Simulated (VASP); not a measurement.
# IrS (P6_3/mmc) in VASP: notebook

Runs on IrS. Level: PBEsol. Tasks: single point.

All numbers are computed with VASP 6.6.1; they aren't measurements. Logs are shortened: lines on timing, memory, paths and dates and some standing lists are left out, and cuts for length are marked.

## (1) The cell of the first run

Symmetry: P6_3/mmc, No. 194, hexagonal system. The conventional cell has a = 3.544 Å, b = 3.544 Å, c = 5.442 Å, α = 90.00°, β = 90.00°, γ = 120.00°. Ir (site symmetry -3m) has 6 S at 2.46 Å and 2 Ir at 2.72 Å within 3.2 Å. S (site symmetry -6m2) has 6 Ir at 2.46 Å within 3.2 Å.

## (2) Single point, PBEsol

The input, INCAR:

```
SYSTEM = IrS
ALGO = Normal
EDIFF = 1E-6
ENCUT = 500
GGA = PS
GGA_COMPAT = .False.
ISIF = 2
ISMEAR = 0
LASPH = .True.
LCHARG = .True.
LELF = .True.
LREAL = .False.
LVHAR = .True.
LWAVE = .False.
NBANDS = 31
NELM = 120
PREC = Accurate
SIGMA = 0.05
```

The input, KPOINTS:

```
k-points
0
Gamma
  10 10 6
  0 0 0
```

The input, POSCAR:

```
IrS
1.0
    3.5439944865      0.0000000000      0.0000000000
   -1.7719972432      3.0691892562      0.0000000000
    0.0000000000      0.0000000000      5.4419298008
Ir S
2 2
Direct
    0.0000000000      0.0000000000      0.0000000000
    0.0000000000      0.0000000000      0.5000000000
    0.3333333333      0.6666666667      0.2500000000
    0.6666666667      0.3333333333      0.7500000000
```

Potentials or basis: VASP PAW PBE potentials, release 64 (Ir_sv_GW, S).

Launch:

```console
> cat potpaw_PBE.64/Ir_sv_GW/POTCAR potpaw_PBE.64/S/POTCAR > POTCAR
> mpirun -np 1 vasp_std > vasp.out
```

OUTCAR:

```text
SYSTEM = IrS
   EDIFF = 1E-6
   ENCUT = 500
   GGA = PS
   ISIF = 2
   ISMEAR = 0
   LASPH = .True.
   LREAL = .False.
   NELM = 120
   PREC = Accurate

 ion  position               nearest neighbor table
   1  0.000  0.000  0.000-   3 2.46   4 2.46   3 2.46   4 2.46   4 2.46   3 2.46   2 2.72   2 2.72

   2  0.000  0.000  0.500-   3 2.46   4 2.46   3 2.46   4 2.46   4 2.46   3 2.46   1 2.72   1 2.72

   3  0.333  0.667  0.250-   1 2.46   2 2.46   1 2.46   2 2.46   1 2.46   2 2.46
   4  0.667  0.333  0.750-   1 2.46   2 2.46   1 2.46   2 2.46   1 2.46   2 2.46

  LATTYP: Found a hexagonal cell.
 ALAT       =     3.5439944865
 C/A-ratio  =     1.5355356284

  Lattice vectors:

 A1 = (   3.5439944865,   0.0000000000,   0.0000000000)
 A2 = (  -1.7719972432,   3.0691892562,   0.0000000000)
 A3 = (   0.0000000000,   0.0000000000,   5.4419298008)

Analysis of symmetry for initial positions (statically):
=====================================================================
 Subroutine PRICEL returns:
 Original cell was already a primitive cell.

 Routine SETGRP: Setting up the symmetry group for a
 hexagonal supercell.

 Subroutine GETGRP returns: Found 24 space group operations
 (whereof 12 operations were pure point group operations)
 out of a pool of 24 trial point group operations.

The static configuration has the point symmetry D_3d.
 The point group associated with its full space group is D_6h.

Analysis of symmetry for dynamics (positions and initial velocities):
=====================================================================
 Subroutine PRICEL returns:
 Original cell was already a primitive cell.

 Routine SETGRP: Setting up the symmetry group for a
 hexagonal supercell.

 Subroutine GETGRP returns: Found 24 space group operations
 (whereof 12 operations were pure point group operations)
 out of a pool of 24 trial point group operations.

The dynamic configuration has the point symmetry D_3d.
 The point group associated with its full space group is D_6h.

 Subroutine INISYM returns: Found 24 space group operations
 (whereof 12 operations are pure point group operations),
 and found     1 'primitive' translations

----------------------------------------------------------------------------------------

                                     Primitive cell

  volume of cell :      59.1929

  direct lattice vectors                    reciprocal lattice vectors
     3.543994486  0.000000000  0.000000000     0.282167482  0.162909472  0.000000000
    -1.771997243  3.069189256  0.000000000     0.000000000  0.325818943  0.000000000
     0.000000000  0.000000000  5.441929801     0.000000000  0.000000000  0.183758342

  length of vectors
     3.543994486  3.543994486  5.441929801     0.325818943  0.325818943  0.183758342

  position of ions in fractional coordinates (direct lattice)
     0.000000000  0.000000000  0.000000000
     0.000000000  0.000000000  0.500000000
     0.333333333  0.666666667  0.250000000
     0.666666667  0.333333333  0.750000000

  ion indices of the primitive-cell ions
   primitive index   ion index
                 1           1
                 2           2
                 3           3
                 4           4

----------------------------------------------------------------------------------------

 KPOINTS: k-points

Automatic generation of k-mesh.
 Grid dimensions read from file:
 generate k-points for:   10   10    6

 Generating k-lattice:

  Cartesian coordinates                     Fractional coordinates (reciprocal lattice)
     0.028216748  0.016290947  0.000000000     0.100000000  0.000000000  0.000000000
     0.000000000  0.032581894  0.000000000     0.000000000  0.100000000  0.000000000
     0.000000000  0.000000000  0.030626390     0.000000000  0.000000000  0.166666667

  Length of vectors
     0.032581894  0.032581894  0.030626390

  Shift w.r.t. Gamma in fractional coordinates (k-lattice)
     0.000000000  0.000000000  0.000000000

 Subroutine IBZKPT returns following result:
 ===========================================

 Found     56 irreducible k-points:

 Following reciprocal coordinates:
            Coordinates               Weight
  0.000000  0.000000  0.000000      1.000000
  0.100000  0.000000  0.000000      6.000000
  0.200000  0.000000  0.000000      6.000000
  0.300000  0.000000  0.000000      6.000000
  0.400000  0.000000  0.000000      6.000000
  0.500000  0.000000  0.000000      3.000000
[... 16 lines left out ...]
  0.300000  0.100000  0.166667     24.000000
  0.400000  0.100000  0.166667     24.000000
 [... further k-points ...]
   k-points           NKPTS =     56   k-points in BZ     NKDIM =     56   number of bands    NBANDS=     31
   number of dos      NEDOS =    301   number of ions     NIONS =      4
   total plane-waves  NPLWV =  31360
   dimension x,y,z NGX =    28 NGY =   28 NGZ =   40
   dimension x,y,z NGXF=    56 NGYF=   56 NGZF=   80
   ions per type =               2   2
   NGX,Y,Z   is equivalent  to a cutoff of  13.13, 13.13, 12.22 a.u.
   NGXF,Y,Z  is equivalent  to a cutoff of  26.27, 26.27, 24.44 a.u.
 SYSTEM =  IrS
   PREC   = accura    normal or accurate (medium, high low for compatibility)
   ISTART =      0    job   : 0-new  1-cont  2-samecut
   ICHARG =      2    charge: 1-file 2-atom 10-const
   ISPIN  =      1    spin polarized calculation?
   LNONCOLLINEAR =      F non collinear calculations
   LSORBIT =      F    spin-orbit coupling
   LASPH  =      T    aspherical Exc in radial PAW
   ENCUT  =  500.0 eV  36.75 Ry    6.06 a.u.   6.46  6.46  9.92*2*pi/ulx,y,z
   NELM   =    120;   NELMIN=  2; NELMDL= -5     # of ELM steps
   EDIFF  = 0.1E-05   stopping-criterion for ELM
   LREAL  =      F    real-space projection
   EDIFFG = 0.1E-04   stopping-criterion for IOM
   NSW    =      0    number of steps for IOM
   IBRION =     -1    ionic relax: 0-MD 1-quasi-New 2-CG
   NFREE  =      0    steps in history (QN), initial steepest desc. (CG)
   ISIF   =      2    stress and relaxation
   ISYM   =      2    0-nonsym 1-usesym 2-fastsym
   POTIM  = 0.5000    time-step for ionic-motion
   TEBEG  =    0.0;   TEEND  =   0.0 temperature during run
   PSTRESS=    0.0 pullay stress
   NELECT =      46.0000    total number of electrons
   NUPDOWN=      -1.0000    fix difference up-down
   EMIN   =  10.00;   EMAX   =-10.00  energy-range for DOS
   EFERMI =   0.00;   METHOD = LEGACY
   ISMEAR =     0;   SIGMA  =   0.05  broadening in eV -4-tet -1-fermi 0-gaus
   EFERMI_NEDOS =   21; number of points for ismear=-14 and -15
   IALGO  =     38    algorithm
   IMIX   =      4    mixing-type and parameters
     AMIX     =   0.40;   BMIX     =  1.00
     AMIX_MAG =   1.60;   BMIX_MAG =  1.00
  volume/ion in A,a.u.               =      14.80        99.86
  Fermi-wavevector in a.u.,A,eV,Ry     =   1.505119  2.844263 30.822418  2.265384
  Thomas-Fermi vector in A             =   2.616010
   LORBIT       =      0    0 simple, 1 ext, 2 COOP (PROOUT), +10 PAW based schemes
   GGA     = PS    functional components
   LHFCALC =     F    Hartree Fock is set to
   AEXX    =    0.0000 exact exchange contribution
   IVDW    =     0    specifies the selected vdW correction
   LEPSILON=     F    determine dielectric tensor
   LRPA    =     F    only Hartree local field effects (RPA)
 non-spin polarized calculation
 Gauss-broadening in eV      SIGMA  =   0.05
  energy-cutoff  :      500.00
  volume of cell :       59.19
 maximum number of plane-waves:      1526
 NGX is ok and might be reduce to    28
   NGX = 13   NGY = 13   NGZ = 19

 number of electron      45.9999996 magnetization

 Free energy of the ion-electron system (eV)
  ---------------------------------------------------
  ext. energy  EPLUGINS =         0.00000000
  ---------------------------------------------------
  free energy    TOTEN  =       -28.98944036 eV

  energy without entropy =      -28.98498992  energy(sigma->0) =      -28.98721514

 E-fermi :  10.8152     XC(G=0): -12.8021

 val. band max:       10.8014749405   @ k =   0.4000   0.1000   0.5000
 cond. band min:      10.8330303347   @ k =   0.4000   0.0000   0.0000
 fundamental gap:      0.0315553942
 Fermi energy:        10.8151908510

 k-point     1 :       0.0000    0.0000    0.0000
  band No.  band energies     occupation
      1     -81.6820      2.00000
      2     -81.6600      2.00000
      3     -38.9544      2.00000
      4     -38.5203      2.00000
      5     -38.4881      2.00000
      6     -38.4881      2.00000
[... 23 lines left out ...]
     30      16.6199      0.00000
     31      21.8239      0.00000

 k-point     2 :       0.1000    0.0000    0.0000
  band No.  band energies     occupation
      1     -81.6820      2.00000
      2     -81.6601      2.00000
      3     -38.9540      2.00000
      4     -38.5201      2.00000
      5     -38.4919      2.00000
      6     -38.4887      2.00000
[... 23 lines left out ...]
     30      17.3483      0.00000
     31      19.6355      0.00000

 k-point     3 :       0.2000    0.0000    0.0000
  band No.  band energies     occupation
      1     -81.6820      2.00000
      2     -81.6599      2.00000
      3     -38.9523      2.00000
      4     -38.5198      2.00000
      5     -38.5014      2.00000
      6     -38.4914      2.00000
[... 23 lines left out ...]
     30      17.5586      0.00000
     31      18.8497      0.00000

 k-point     4 :       0.3000    0.0000    0.0000
  band No.  band energies     occupation
      1     -81.6817      2.00000
      2     -81.6595      2.00000
      3     -38.9501      2.00000
      4     -38.5189      2.00000
      5     -38.5120      2.00000
      6     -38.4942      2.00000
[... 635 lines left out ...]
     30      17.5855      0.00000
     31      19.2024      0.00000

 k-point    23 :       0.3000    0.1000    0.1667
  band No.  band energies     occupation
      1     -81.6799      2.00000
      2     -81.6609      2.00000
      3     -38.9210      2.00000
      4     -38.5481      2.00000
      5     -38.5129      2.00000
      6     -38.4940      2.00000
[... 23 lines left out ...]
     30      18.5292      0.00000
     31      18.6946      0.00000

 k-point    24 :       0.4000    0.1000    0.1667
  band No.  band energies     occupation
      1     -81.6799      2.00000
      2     -81.6606      2.00000
      3     -38.9196      2.00000
      4     -38.5478      2.00000
      5     -38.5187      2.00000
      6     -38.4960      2.00000
[... 23 lines left out ...]
     30      18.3382      0.00000
     31      19.0828      0.00000

 [... further k-points ...]

------------------------ aborting loop because EDIFF is reached ----------------------------------------

  FORCE on cell =-STRESS in cart. coord.  units (eV):
  Direction    XX          YY          ZZ          XY          YZ          ZX
  --------------------------------------------------------------------------------------
  -------------------------------------------------------------------------------------
  Total       -0.5120858     -0.5120858     -0.5246748     -0.0000000     -0.0000000      0.0000000
  in kB      -13.8606536    -13.8606536    -14.2013984     -0.0000000     -0.0000000      0.0000000
  external PRESSURE =     -13.9742352 kB  Pullay stress =       0.0000000 kB

 VOLUME and BASIS-vectors are now :
 -----------------------------------------------------------------------------
  energy-cutoff  :      500.00
  volume of cell :       59.19
      direct lattice vectors                 reciprocal lattice vectors
     3.543994486  0.000000000  0.000000000     0.282167482  0.162909472  0.000000000
    -1.771997243  3.069189256  0.000000000     0.000000000  0.325818943  0.000000000
     0.000000000  0.000000000  5.441929801     0.000000000  0.000000000  0.183758342

 POSITION                                       TOTAL-FORCE (eV/Angst)
 -----------------------------------------------------------------------------------
      0.00000      0.00000      0.00000        -0.000000      0.000000     -0.000000
      0.00000      0.00000      2.72096        -0.000000      0.000000     -0.000000
     -0.00000      2.04613      1.36048         0.000000     -0.000000      0.000000
      1.77200      1.02306      4.08145        -0.000000      0.000000     -0.000000
 -----------------------------------------------------------------------------------
    total drift:                               -0.000000      0.000000      0.000000

  FREE ENERGIE OF THE ION-ELECTRON SYSTEM (eV)
  ---------------------------------------------------
  free  energy   TOTEN  =       -28.9894403586 eV

  energy  without entropy=      -28.9849899199  energy(sigma->0) =      -28.98721514
```

Run time: 93 s. Hardware: 1 thread of Intel Xeon Platinum 8488C (Sapphire Rapids), shared host; peak memory 0.24 GiB.

What came out:

```
Free energy            : -28.9894 eV
Pressure               : -1.4 GPa
Band gap on the k mesh : zero (bands 23 and 24 overlap by 1.66 eV)
```

Levels at points of the mesh, in eV from the Fermi level:
```tsv
k point	band 20	band 21	band 22	band 23	band 24	band 25	band 26	band 27
(0.00, 0.00, 0.00)	-3.13	-2.49	-1.23	-1.23	1.66	2.22	2.30	3.39
(0.50, 0.00, 0.00)	-2.15	-2.15	-1.15	-0.93	0.06	2.76	2.95	3.48
(0.00, 0.00, 0.50)	-3.14	-2.74	-2.74	1.00	1.00	1.00	1.00	4.89
(0.50, 0.00, 0.50)	-1.81	-1.72	-1.72	0.20	0.20	1.70	1.70	2.20
```

Caveat: the PAW data sets were made with another functional, which shifts forces and pressure a little; spin-orbit coupling is left out, which moves the levels of the heavy elements.

(Continued in part 2 of 2.)
